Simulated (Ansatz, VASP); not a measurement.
MgH2 in VASP and in Ansatz

```xyz
6
Lattice="4.5168 0.0000 0.0000 0.0000 4.5168 0.0000 0.0000 0.0000 3.0205" Properties=species:S:1:pos:R:3 pbc="T T T"
Mg    0.0000    0.0000    0.0000
Mg    2.2584    2.2584    1.5103
H     1.3821    1.3821    0.0000
H     0.8763    3.6405    1.5103
H     3.1347    3.1347    0.0000
H     3.6405    0.8763    1.5103
```

Alike in both runs: task single point; functional PBEsol; k mesh 4 × 4 × 6; occupations gaussian, width 0.1 eV; no spin polarisation.

|  | VASP | Ansatz |
| --- | --- | --- |
| version | VASP 6.6.1 | Ansatz 0.2.0 |
| potentials or method | VASP PAW PBE potentials, release 64 (Mg, H), cutoff 600 eV | scalar-relativistic, plane waves, PAW |
| valence electrons in the cell | 8 | 24 |

```tsv
	VASP	Ansatz	Ansatz less VASP
gap on the k mesh at the Fermi level (eV)	3.70	3.70	-0.002
least direct gap on the mesh (eV)	4.47	4.47	-0.001
pressure (GPa)	-1.2	-1.0	+0.14
traceless stress, the component that is largest in VASP (GPa)	0.06	0.09	+0.025
rms of the force components (eV/Å)	0.026	0.026	+0.0002
```

VASP's potentials were made for PBE, not for PBEsol. Atom by atom the forces differ by 0.000 eV/Å (rms over components). With one functional, cell and mesh, what is left measures potentials, basis and numerics. VASP's potentials hold 8 valence electrons a cell and Ansatz's 24, so a difference there can come from the potentials and not from the codes.
